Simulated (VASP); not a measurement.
Crystal: MgI2.

```xyz
3
Lattice="4.1400 0.0000 0.0000 -2.0700 3.5853 0.0000 0.0000 0.0000 6.8800" Properties=species:S:1:pos:R:3 pbc="T T T"
Mg    0.0000    0.0000    0.0000
I     0.0000    2.3902    1.7200
I     2.0700    1.1951    5.1600
```

```yaml
Program: VASP 6.6.1
Task: relaxation of the atoms
Functional: PBE
Dispersion: D3(BJ)
Potentials_or_basis: VASP PAW PBE potentials, release 64 (Mg, I)
Cutoff: 520 eV
k_mesh: 6 × 6 × 4
Occupations: gaussian, width 0.02 eV
Spin: no spin polarisation
```

At the start: pressure -0.9 GPa; volume 34.04 Å³/atom.

Where does the relaxation end?

Over 4 steps the energy falls by 4.0 meV/atom at a fixed cell; space group P-3m1 (No. 164, to 0.1 Å) before and after.

The path:
| step | energy change (eV) | largest force (eV/Å) | pressure (GPa) |
| --- | --- | --- | --- |
| 1 | 0.0000 | 0.2567 | -0.94 |
| 2 | -0.0055 | 0.1898 | -0.77 |
| 3 | -0.0120 | 0.0204 | -0.32 |
| 4 | -0.0121 | 0.0003 | -0.27 |

Final structure:
```
Mg I
1.0
     4.14000    0.00000    0.00000
    -2.07000    3.58535    0.00000
     0.00000    0.00000    6.88000
Mg I
1 2
Direct
  0.00000 0.00000 0.00000
  0.33333 0.66667 0.24321
  0.66667 0.33333 0.75679
```
